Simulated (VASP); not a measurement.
**MgO: single point with PBE**

The system is MgO.

```
Mg O
1.0
     3.57674    0.00000    0.00000
    -1.78837    3.09755    0.00000
     0.00000    0.00000    4.30611
Mg O
2 2
Direct
  0.66667 0.33333 0.75000
  0.33333 0.66667 0.25000
  0.66667 0.33333 0.25000
  0.33333 0.66667 0.75000
```

This cell differs from its parent crystal: volume 11.927 Å^3 an atom, c/a of the conventional cell 1.2039.

```json
{
 "Program": "VASP 6.6.1",
 "Task": "single point",
 "Functional": "PBE",
 "Potentials or basis": "VASP PAW PBE potentials, release 64 (Mg, O)",
 "Cutoff": "520 eV",
 "k mesh": "9 × 9 × 6",
 "Occupations": "gaussian, width 0.05 eV",
 "Spin": "no spin polarisation"
}
```

| Item | Value |
| --- | --- |
| Pressure | -5.9 GPa |
| Band gap on the k mesh | 3.02 eV, direct |

Stress tensor (GPa, compression positive):
```
-5.72  0.00  0.00
 0.00 -5.72  0.00
 0.00  0.00 -6.13
```

Levels at points of the mesh, in eV from the valence-band top:
```
           k point  band 6  band 7  band 8  band 9  band 10  band 11
(0.00, 0.00, 0.00)   -0.72   -0.72    0.00    3.02     8.81    11.57
(0.00, 0.00, 0.50)   -1.17   -1.17   -1.17    6.02     6.02    12.38
```

Run time: 41 s on 1 thread of Intel(R) Xeon(R) Platinum 8259CL CPU @ 2.50GHz (Skylake/Cascade Lake) (shared host), peak memory 0.18 GiB.
